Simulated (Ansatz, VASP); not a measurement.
**PbS: VASP beside Ansatz**

```
CELL_PARAMETERS angstrom
2.88047 -2.84080 0.00000
2.88047 2.84080 0.00000
-1.05800 0.00000 11.47026
ATOMIC_POSITIONS crystal
Pb 0.77560 0.77560 0.63638
Pb 0.22440 0.22440 0.36362
S 0.26840 0.26840 0.59860
S 0.73160 0.73160 0.40140
```

Change from the starting cell: volume scaled by 0.94, PAW files.

Alike in both runs: task electric field gradients; functional PBE; k mesh 7 × 7 × 3; occupations fermi-dirac, width 0.01 eV; no spin polarisation.

```csv
,VASP,Ansatz
version,VASP 6.6.1,Ansatz 0.2.0
potentials or method,"VASP PAW PBE potentials, release 64 (Pb_d, S)","PAW with Ansatz's default frozen-core files, scalar-relativistic"
plane-wave cutoff (eV),400,420
valence electrons in the cell,40,40
```

```tsv
	VASP	Ansatz	Ansatz less VASP
gap on the k mesh at the Fermi level (eV)	1.16	1.16	+0.003
rms of the force components (eV/Å)	0.038	0.038	+0.0004
size of Vzz on the site where it differs most (V/Å²)	143.7	137.5	-6.19
```

Atom by atom the forces differ by 0.002 eV/Å (rms over components).

Neither program's run includes spin-orbit coupling.
